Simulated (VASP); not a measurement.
TiRuN2, 8 atoms in the cell. It takes space group P6_3/mmc (No. 194, hexagonal). Conventional cell: a = 3.055 Å, b = 3.055 Å, c = 9.796 Å, α = 90.00°, β = 90.00°, γ = 120.00°. Ti (site symmetry -3m) has 6 N at 2.11 Å within 2.8 Å. Within 2.9 Å of Ru (site symmetry -6m2) lie 6 N at 2.19 Å. N (site symmetry 3m) has 3 Ti at 2.11 Å and 3 Ru at 2.19 Å and 10 N at 2.59 to 3.05 Å within 3.1 Å. 

* Program: VASP 6.6.1
* Task: single point
* Functional: PBE
* Potentials or basis: VASP PAW PBE potentials, release 64 (Ti_sv, Ru_pv, N)
* Cutoff: 520 eV
* k mesh: 5 × 5 × 1
* Occupations: gaussian, width 0.15 eV
* Spin: collinear spin, ferromagnetic start
* Starting moments: [1.0, 1.0, 1.0, 1.0, 0.0, 0.0, 0.0, 0.0] μB
* Dipole correction: no
* Further INCAR settings: ALGO = Normal; EDIFF = 1e-06; NBANDS = 50

Potentials or basis: VASP PAW PBE potentials, release 64 (Ti_sv, Ru_pv, N).

Command:

```console
$ cat potpaw_PBE.64/Ti_sv/POTCAR potpaw_PBE.64/Ru_pv/POTCAR potpaw_PBE.64/N/POTCAR > POTCAR
$ mpirun -np 1 vasp_std > vasp.out
```

Hardware: 1 thread of AMD EPYC 7R43 64-Core Processor (Zen 3) (shared host).

Estimate the wall time of this run.

It took 76 s on 1 thread of AMD EPYC 7R43 64-Core Processor (Zen 3) (shared host), peak memory 0.21 GiB. Counts: scf iterations 18, k points 5.
